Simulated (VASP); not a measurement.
LiCl: single point with PBE

Crystal: LiCl.

```
Li Cl
1.0
     0.00000    2.70113    2.70113
     2.70113    0.00000    2.70113
     2.70113    2.70113    0.00000
Li Cl
1 1
Direct
  0.00000 0.00000 0.00000
  0.25000 0.25000 0.25000
```

This cell differs from its parent crystal: volume changed by -6%.

```json
{
  "Program": "VASP 6.6.1",
  "Task": "single point",
  "Functional": "PBE",
  "Potentials or basis": "VASP PAW PBE potentials, release 64 (Li_sv, Cl)",
  "Cutoff": "520 eV",
  "k mesh": "6 × 6 × 6",
  "Occupations": "gaussian, width 0.01 eV",
  "Spin": "no spin polarisation"
}
```

* Band gap on the k mesh: 6.18 eV, direct

Levels at points of the mesh, in eV from the valence-band top:
```tsv
k point	band 2	band 3	band 4	band 5	band 6	band 7	band 8	band 9
(0.00, 0.00, 0.00)	-12.82	0.00	0.00	0.00	6.18	10.22	10.22	10.22
(0.50, 0.00, 0.00)	-12.49	-2.14	-0.31	-0.31	8.50	10.39	10.39	10.95
(0.50, 0.50, 0.00)	-12.39	-1.73	-0.89	-0.89	6.62	9.70	13.85	14.20
```

Run time: 13 s on 1 thread of AMD EPYC 7R13, on a shared host, peak memory 0.12 GiB.

 A k mesh can miss the band edges.
